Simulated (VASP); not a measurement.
# TiO (P-6m2) in VASP: a series of runs

The runs below take TiO through single point, with PBEsol.

All numbers are computed with VASP 6.6.1; they aren't measurements. Logs are shortened: lines on timing, memory, paths and dates and some standing lists are left out, and cuts for length are marked.

## 1. The cell of the first run

It takes space group P-6m2 (No. 187, hexagonal). Conventional cell: a = 2.835 Å, b = 2.835 Å, c = 2.905 Å, α = 90.00°, β = 90.00°, γ = 120.00°. Ti (site symmetry -6m2) has 6 O at 2.19 Å and 6 Ti at 2.84 Å within 2.9 Å. O (site symmetry -6m2) has 6 Ti at 2.19 Å and 6 O at 2.84 Å within 2.9 Å.

## 2. Single point, PBEsol

File INCAR:

```
  PREC = Accurate
  ENCUT = 520
  EDIFF = 1E-6
  ISMEAR = 0
  SIGMA = 0.15
  LREAL = False
  LASPH = True
  NELM = 80
  ALGO = Normal
  ISIF = 2
  LWAVE = False
  LCHARG = False
  GGA = PS
  NBANDS = 16
```

File KPOINTS:

```
Automatic mesh
0
Gamma
  18 18 16
```

File POSCAR:

```
TiO
1.0
    2.8351000000      0.0000000000      0.0000000000
   -1.4175500000      2.4552686223      0.0000000000
    0.0000000000      0.0000000000      2.9055000000
Ti O
1 1
Direct
    0.6666666667      0.3333333333      0.0000000000
    0.0000000000      0.0000000000      0.5000000000
```

Potentials or basis: VASP PAW PBE potentials, release 64 (Ti_sv, O).

On the command line:

```console
> cat potpaw_PBE.64/Ti_sv/POTCAR potpaw_PBE.64/O/POTCAR > POTCAR
> mpirun -np 1 vasp_std > vasp.out
```

OUTCAR:

```text
PREC = Accurate
   ENCUT = 520
   EDIFF = 1E-6
   ISMEAR = 0
   LREAL = False
   LASPH = True
   NELM = 80
   ISIF = 2
   GGA = PS

 ion  position               nearest neighbor table
   1  0.667  0.333  0.000-   2 2.19   2 2.19   2 2.19   2 2.19   2 2.19   2 2.19
   2  0.000  0.000  0.500-   1 2.19   1 2.19   1 2.19   1 2.19   1 2.19   1 2.19

  LATTYP: Found a hexagonal cell.
 ALAT       =     2.8351000000
 C/A-ratio  =     1.0248315756

  Lattice vectors:

 A1 = (   2.8351000000,   0.0000000000,   0.0000000000)
 A2 = (  -1.4175500000,   2.4552686223,   0.0000000000)
 A3 = (   0.0000000000,   0.0000000000,   2.9055000000)

Analysis of symmetry for initial positions (statically):
=====================================================================
 Subroutine PRICEL returns:
 Original cell was already a primitive cell.

 Routine SETGRP: Setting up the symmetry group for a
 hexagonal supercell.

 Subroutine GETGRP returns: Found 12 space group operations
 (whereof 12 operations were pure point group operations)
 out of a pool of 24 trial point group operations.

The static configuration has the point symmetry D_3h.

Analysis of symmetry for dynamics (positions and initial velocities):
=====================================================================
 Subroutine PRICEL returns:
 Original cell was already a primitive cell.

 Routine SETGRP: Setting up the symmetry group for a
 hexagonal supercell.

 Subroutine GETGRP returns: Found 12 space group operations
 (whereof 12 operations were pure point group operations)
 out of a pool of 24 trial point group operations.

The dynamic configuration has the point symmetry D_3h.

 Subroutine INISYM returns: Found 12 space group operations
 (whereof 12 operations are pure point group operations),
 and found     1 'primitive' translations

----------------------------------------------------------------------------------------

                                     Primitive cell

  volume of cell :      20.2250

  direct lattice vectors                    reciprocal lattice vectors
     2.835100000  0.000000000  0.000000000     0.352721244  0.203643705  0.000000000
    -1.417550000  2.455268622  0.000000000     0.000000000  0.407287411  0.000000000
     0.000000000  0.000000000  2.905500000     0.000000000  0.000000000  0.344174841

  length of vectors
     2.835100000  2.835100000  2.905500000     0.407287411  0.407287411  0.344174841

  position of ions in fractional coordinates (direct lattice)
     0.666666667  0.333333333  0.000000000
     0.000000000  0.000000000  0.500000000

  ion indices of the primitive-cell ions
   primitive index   ion index
                 1           1
                 2           2

----------------------------------------------------------------------------------------

 KPOINTS: Automatic mesh

Automatic generation of k-mesh.
 Grid dimensions read from file:
 generate k-points for:   18   18   16

 Generating k-lattice:

  Cartesian coordinates                     Fractional coordinates (reciprocal lattice)
     0.019595625  0.011313539  0.000000000     0.055555556 -0.000000000  0.000000000
     0.000000000  0.022627078  0.000000000     0.000000000  0.055555556  0.000000000
     0.000000000  0.000000000  0.021510928     0.000000000  0.000000000  0.062500000

  Length of vectors
     0.022627078  0.022627078  0.021510928

  Shift w.r.t. Gamma in fractional coordinates (k-lattice)
     0.000000000  0.000000000  0.000000000

 Subroutine IBZKPT returns following result:
 ===========================================

 Found    333 irreducible k-points:

 Following reciprocal coordinates:
            Coordinates               Weight
  0.000000  0.000000  0.000000      1.000000
  0.055556 -0.000000  0.000000      6.000000
  0.111111 -0.000000  0.000000      6.000000
  0.166667 -0.000000  0.000000      6.000000
  0.222222 -0.000000  0.000000      6.000000
  0.277778 -0.000000  0.000000      6.000000
[... 16 lines left out ...]
  0.333333  0.111111  0.000000     12.000000
[... 44 lines left out ...]

 val. band max:       10.4269245688   @ k =   0.3333   0.3333   0.0000
 cond. band min:      10.6091722605   @ k =   0.0000   0.0000   0.5000
 fundamental gap:      0.1822476917
 Fermi energy:        10.5751337200

 k-point     1 :       0.0000    0.0000    0.0000
  band No.  band energies     occupation
      1     -46.9794      2.00000
      2     -23.3097      2.00000
      3     -22.9127      2.00000
      4     -22.9127      2.00000
      5     -10.8563      2.00000
      6       5.2492      2.00000
[... 8 lines left out ...]
     15      24.3139      0.00000
     16      27.6042      0.00000

 k-point     2 :       0.0556   -0.0000    0.0000
  band No.  band energies     occupation
      1     -46.9758      2.00000
      2     -23.3064      2.00000
      3     -22.9376      2.00000
      4     -22.9178      2.00000
      5     -10.8207      2.00000
      6       5.1815      2.00000
[... 8 lines left out ...]
     15      24.2690      0.00000
     16      27.4734      0.00000

 k-point     3 :       0.1111   -0.0000    0.0000
  band No.  band energies     occupation
      1     -46.9654      2.00000
      2     -23.2969      2.00000
      3     -23.0084      2.00000
      4     -22.9321      2.00000
      5     -10.7173      2.00000
      6       4.7702      2.00000
[... 8 lines left out ...]
     15      24.1440      0.00000
     16      27.1504      0.00000

 k-point     4 :       0.1667   -0.0000    0.0000
  band No.  band energies     occupation
      1     -46.9494      2.00000
      2     -23.2822      2.00000
      3     -23.1154      2.00000
      4     -22.9540      2.00000
      5     -10.5580      2.00000
      6       4.2209      2.00000
[... 8 lines left out ...]
     15      23.9644      0.00000
     16      26.7254      0.00000
[... 324 lines left out ...]
 k-point    22 :       0.2778    0.1111    0.0000
  band No.  band energies     occupation
      1     -46.8835      2.00000
      2     -23.4989      2.00000
      3     -23.2220      2.00000
      4     -23.0814      2.00000
      5      -9.8913      2.00000
      6       2.6546      2.00000
[... 8 lines left out ...]
     15      23.0530      0.00000
     16      25.2220      0.00000

 k-point    23 :       0.3333    0.1111    0.0000
  band No.  band energies     occupation
      1     -46.8682      2.00000
      2     -23.5845      2.00000
      3     -23.2081      2.00000
      4     -23.1099      2.00000
      5      -9.7328      2.00000
      6       2.3535      2.00000
[... 8 lines left out ...]
     15      22.4744      0.00000
     16      25.0059      0.00000

 k-point    24 :       0.3889    0.1111    0.0000
  band No.  band energies     occupation
      1     -46.8582      2.00000
      2     -23.6399      2.00000
      3     -23.1990      2.00000
      4     -23.1285      2.00000
      5      -9.6281      2.00000
      6       2.1648      2.00000
[... 8 lines left out ...]
     15      21.9038      0.00000
     16      24.9220      0.00000

 [... further k-points ...]

------------------------ aborting loop because EDIFF is reached ----------------------------------------

  FORCE on cell =-STRESS in cart. coord.  units (eV):
  Direction    XX          YY          ZZ          XY          YZ          ZX
  --------------------------------------------------------------------------------------
  -------------------------------------------------------------------------------------
  Total       -1.5407570     -1.5407570     -2.8400691      0.0000000     -0.0000000      0.0000000
  in kB     -122.0552513   -122.0552513   -224.9837818      0.0000000     -0.0000000      0.0000000
  external PRESSURE =    -156.3647614 kB  Pullay stress =       0.0000000 kB

 VOLUME and BASIS-vectors are now :
 -----------------------------------------------------------------------------
  energy-cutoff  :      520.00
  volume of cell :       20.22
      direct lattice vectors                 reciprocal lattice vectors
     2.835100000  0.000000000  0.000000000     0.352721244  0.203643705  0.000000000
    -1.417550000  2.455268622  0.000000000     0.000000000  0.407287411  0.000000000
     0.000000000  0.000000000  2.905500000     0.000000000  0.000000000  0.344174841

 POSITION                                       TOTAL-FORCE (eV/Angst)
 -----------------------------------------------------------------------------------
      1.41755      0.81842      0.00000         0.000000      0.000000      0.000000
      0.00000      0.00000      1.45275         0.000000      0.000000      0.000000
 -----------------------------------------------------------------------------------
    total drift:                               -0.000000      0.000000      0.000000

  FREE ENERGIE OF THE ION-ELECTRON SYSTEM (eV)
  ---------------------------------------------------
  free  energy   TOTEN  =       -18.6949425297 eV

  energy  without entropy=      -18.6943895461  energy(sigma->0) =      -18.69466604
```

Run time: 42 s. Hardware: 1 thread of Intel Xeon 6975P-C (Granite Rapids), shared host; peak memory 0.22 GiB.

What came out:

* Free energy: -18.6949 eV
* Pressure: -15.6 GPa
* Band gap on the k mesh: zero (band 9 reaches 10.69 eV, above the bottom of band 10 at 10.61 eV)

Stress tensor (GPa, compression positive):
```
-12.21   0.00   0.00
  0.00 -12.21   0.00
  0.00   0.00 -22.50
```

Caveat: the PAW data sets were made with another functional, which shifts forces and pressure a little; semilocal functionals often make such compounds metallic where correlation or magnetic order opens a gap, which also shifts bond lengths.

## 3. Single point, PBEsol

This run uses another cell than the first one, of 10.16 Å³/atom, 1.005 times its volume.

File INCAR:

```
ALGO = Normal ; EDIFF = 1E-6
ENCUT = 520 ; GGA = PS
ISIF = 2 ; ISMEAR = 0
LASPH = True ; LCHARG = False
LREAL = False ; LWAVE = False
NBANDS = 16 ; NELM = 60
PREC = Accurate ; SIGMA = 0.15
```

File KPOINTS:

```
k-points
0
Gamma
  18 18 16
```

File POSCAR:

```
TiO
1.0
    2.7885979981      0.0000000000      0.0000000000
   -1.3942989991      2.4149967073      0.0000000000
    0.0000000000      0.0000000000      3.0173000000
Ti O
1 1
Direct
    0.6666666667      0.3333333333      0.0000000000
    0.0000000000      0.0000000000      0.5000000000
```

Potentials or basis: VASP PAW PBE potentials, release 64 (Ti_sv, O).

On the command line:

```console
> cat potpaw_PBE.64/Ti_sv/POTCAR potpaw_PBE.64/O/POTCAR > POTCAR
> mpirun -np 1 vasp_std > vasp.out
```

Wall time 44 s (1 thread of Intel Xeon 6975P-C (Granite Rapids), shared host); peak memory 0.22 GiB.

Results (log left out):

* Free energy: -18.5915 eV
* Pressure: -16.8 GPa
* Band gap on the k mesh: zero (filled and empty bands touch)

Stress tensor (GPa, compression positive):
```
 -6.57   0.00   0.00
  0.00  -6.57   0.00
  0.00   0.00 -37.39
```

Levels at points of the mesh, in eV from the Fermi level:
```
           k point  band 7  band 8  band 9  band 10  band 11  band 12
(0.00, 0.00, 0.00)   -4.67   -4.67   -2.92     1.40     1.40     1.86
(0.50, 0.00, 0.00)   -6.35   -4.62   -2.30     1.51     2.26     2.50
(0.00, 0.00, 0.50)   -4.37   -4.37    0.08     0.08     0.11     2.12
(0.50, 0.00, 0.50)   -7.33   -5.68   -0.97     1.59     2.66     3.06
```

Caveat: the PAW data sets were made with another functional, which shifts forces and pressure a little; semilocal functionals often make such compounds metallic where correlation or magnetic order opens a gap, which also shifts bond lengths.

## 4. Single point, PBEsol

This run uses another cell than the first one, of 10.19 Å³/atom, 1.007 times its volume.

File INCAR:

```
PREC     = Accurate       # precision mode
ENCUT    = 520            # plane-wave cutoff, eV
EDIFF    = 1E-7           # SCF threshold, eV
ISMEAR   = 0              # smearing method
SIGMA    = 0.15           # smearing width, eV
LREAL    = F              # projectors in reciprocal space
LASPH    = T              # aspherical terms in the spheres
NELM     = 100            # most SCF steps
ALGO     = Normal         # electronic algorithm
ISIF     = 2              # what is computed and relaxed
LWAVE    = F              # write WAVECAR
LCHARG   = T              # write CHGCAR
GGA      = PS             # functional
LELF     = T              # ELF
LVHAR    = T            
NBANDS   = 16             # bands
```

File KPOINTS:

```
regular mesh
0
Gamma
  18 18 16
```

File POSCAR:

```
TiO
1.0
    2.7421000000      0.0000000000      0.0000000000
   -1.3710500000      2.3747282597      0.0000000000
    0.0000000000      0.0000000000      3.1290000000
Ti O
1 1
Direct
    0.6666666667      0.3333333333      0.0000000000
    0.0000000000      0.0000000000      0.5000000000
```

On the command line:

```console
> cat potpaw_PBE.64/Ti_sv/POTCAR potpaw_PBE.64/O/POTCAR > POTCAR
> mpirun -np 1 vasp_std > vasp.out
```

Wall time 46 s (1 thread of Intel Xeon 6975P-C (Granite Rapids), shared host); peak memory 0.21 GiB.

Results (log left out):

| Quantity | Value |
| --- | --- |
| Free energy | -18.4001 eV |
| Pressure | -17.2 GPa |
| Band gap on the k mesh | zero (band 9 reaches 10.25 eV, above the bottom of band 10 at 10.22 eV) |

Stress tensor (GPa, compression positive):
```
  0.10   0.00   0.00
  0.00   0.10   0.00
  0.00   0.00 -51.79
```

Levels at points of the mesh, in eV from the Fermi level:
| k point | band 7 | band 8 | band 9 | band 10 | band 11 | band 12 |
| --- | --- | --- | --- | --- | --- | --- |
| (0.00, 0.00, 0.00) | -4.00 | -4.00 | -2.97 | 1.36 | 1.36 | 2.21 |
| (0.50, 0.00, 0.00) | -6.26 | -4.06 | -2.28 | 1.62 | 2.49 | 2.61 |
| (0.00, 0.00, 0.50) | -3.72 | -3.72 | -0.26 | 0.19 | 0.19 | 2.41 |
| (0.50, 0.00, 0.50) | -6.92 | -5.06 | -1.07 | 1.58 | 2.62 | 3.34 |

Caveat: the PAW data sets were made with another functional, which shifts forces and pressure a little; semilocal functionals often make such compounds metallic where correlation or magnetic order opens a gap, which also shifts bond lengths.

## 5. Single point, PBEsol

This run uses another cell than the first one, of 10.37 Å³/atom, 1.026 times its volume.

File INCAR:

```
SYSTEM = TiO
PREC = Accurate ; ENCUT = 520
EDIFF = 1E-7 ; ISMEAR = 0
SIGMA = 0.15 ; LREAL = .FALSE.
LASPH = .TRUE. ; NELM = 80
ALGO = Normal ; ISIF = 2
LWAVE = .FALSE. ; LCHARG = .FALSE.
GGA = PS ; NBANDS = 16
```

File KPOINTS:

```
regular mesh
0
G
  18 18 16
  0 0 0
```

File POSCAR:

```
TiO
1.0
    2.9280000000      0.0000000000      0.0000000000
   -1.4640000000      2.5357223823      0.0000000000
    0.0000000000      0.0000000000      2.7937580351
Ti O
1 1
Direct
    0.6666666667      0.3333333333      0.0000000000
    0.0000000000      0.0000000000      0.5000000000
```

On the command line:

```console
> cat potpaw_PBE.64/Ti_sv/POTCAR potpaw_PBE.64/O/POTCAR > POTCAR
> mpirun -np 1 vasp_std > vasp.out
```

Run time: 45 s. Hardware: 1 thread of Intel Xeon 6975P-C (Granite Rapids), shared host; peak memory 0.22 GiB.

Results (log left out):

| Quantity | Value |
| --- | --- |
| Free energy | -18.6233 eV |
| Pressure | -18.8 GPa |
| Band gap on the k mesh | zero (band 9 reaches 10.42 eV, above the bottom of band 10 at 10.39 eV) |

Stress tensor (GPa, compression positive):
```
-23.86   0.00   0.00
  0.00 -23.86   0.00
  0.00   0.00  -8.65
```

Levels at points of the mesh, in eV from the Fermi level:
```
           k point  band 7  band 8  band 9  band 10  band 11  band 12
(0.00, 0.00, 0.00)   -5.70   -5.01   -2.68     0.79     1.63     1.63
(0.50, 0.00, 0.00)   -5.89   -5.41   -2.27     1.48     1.54     2.52
(0.00, 0.00, 0.50)   -5.32   -5.32    0.03     0.03     1.13     1.54
(0.50, 0.00, 0.50)   -7.51   -6.50   -0.58     1.44     2.51     2.86
```

Caveat: the PAW data sets were made with another functional, which shifts forces and pressure a little; semilocal functionals often make such compounds metallic where correlation or magnetic order opens a gap, which also shifts bond lengths.

## 6. Single point, PBEsol

This run uses another cell than the first one, of 10.50 Å³/atom, 1.038 times its volume.

File INCAR:

```
SYSTEM = TiO
  PREC = Accurate
  ENCUT = 520
  EDIFF = 1E-6
  ISMEAR = 0
  SIGMA = 0.15
  LREAL = .False.
  LASPH = .True.
  NELM = 80
  ALGO = Normal
  ISIF = 2
  LWAVE = .False.
  LCHARG = .False.
  GGA = PS
  NBANDS = 16
```

File KPOINTS:

```
regular mesh
0
Gamma
  18 18 16
  0 0 0
```

File POSCAR:

```
TiO
1.0
    2.8351000000      0.0000000000      0.0000000000
   -1.4175500000      2.4552686223      0.0000000000
    0.0000000000      0.0000000000      3.0173000000
Ti O
1 1
Direct
    0.6666666667      0.3333333333      0.0000000000
    0.0000000000      0.0000000000      0.5000000000
```

Potentials or basis: VASP PAW PBE potentials, release 64 (Ti_sv, O).

On the command line:

```console
> cat potpaw_PBE.64/Ti_sv/POTCAR potpaw_PBE.64/O/POTCAR > POTCAR
> mpirun -np 1 vasp_std > vasp.out
```

It took 38 s on 1 thread of Intel Xeon 6975P-C (Granite Rapids), shared host; peak memory 0.22 GiB.

The run converged. Its results:

```
Free energy            : -18.5476 eV
Pressure               : -22.3 GPa
Band gap on the k mesh : zero (band 9 reaches 10.06 eV, above the bottom of band 10 at 10.04 eV)
```

Stress tensor (GPa, compression positive):
```
-14.30   0.00   0.00
  0.00 -14.30   0.00
  0.00   0.00 -38.17
```

Levels at points of the mesh, in eV from the Fermi level:
```csv
k point,band 6,band 7,band 8,band 9,band 10,band 11,band 12,band 13
"(0.00, 0.00, 0.00)",-5.24,-4.70,-4.70,-2.81,1.36,1.36,1.50,1.92
"(0.50, 0.00, 0.00)",-8.21,-6.15,-4.64,-2.20,1.43,2.05,2.40,2.88
"(0.00, 0.00, 0.50)",-8.63,-4.41,-4.41,0.07,0.07,0.21,1.96,1.96
"(0.50, 0.00, 0.50)",-7.29,-7.25,-5.66,-0.92,1.48,2.56,2.85,3.20
```

Caveat: the PAW data sets were made with another functional, which shifts forces and pressure a little; semilocal functionals often make such compounds metallic where correlation or magnetic order opens a gap, which also shifts bond lengths.

## 7. Summary

| cell | gap on the mesh (eV) | pressure (GPa) |
| --- | --- | --- |
| a = 2.835, b = 2.835, c = 2.905 Å, angles 90.0, 90.0, 120.0°, 2 atoms | none | -15.6 |
| a = 2.789, b = 2.789, c = 3.017 Å, angles 90.0, 90.0, 120.0°, 2 atoms | none | -16.8 |
| a = 2.742, b = 2.742, c = 3.129 Å, angles 90.0, 90.0, 120.0°, 2 atoms | none | -17.2 |
| a = 2.928, b = 2.928, c = 2.794 Å, angles 90.0, 90.0, 120.0°, 2 atoms | none | -18.8 |
| a = 2.835, b = 2.835, c = 3.017 Å, angles 90.0, 90.0, 120.0°, 2 atoms | none | -22.3 |

Alike in all rows: task single point; level PBEsol; potentials or basis VASP PAW PBE potentials, release 64 (Ti_sv, O); no spin polarisation; k mesh 18 × 18 × 16; cutoff (eV) 520; smearing gaussian 0.15 eV.

Caveats: the PAW data sets were made with another functional, which shifts forces and pressure a little; semilocal functionals often make such compounds metallic where correlation or magnetic order opens a gap, which also shifts bond lengths.

Total energies depend on the potentials used, so only differences within one code and one set of settings carry meaning.
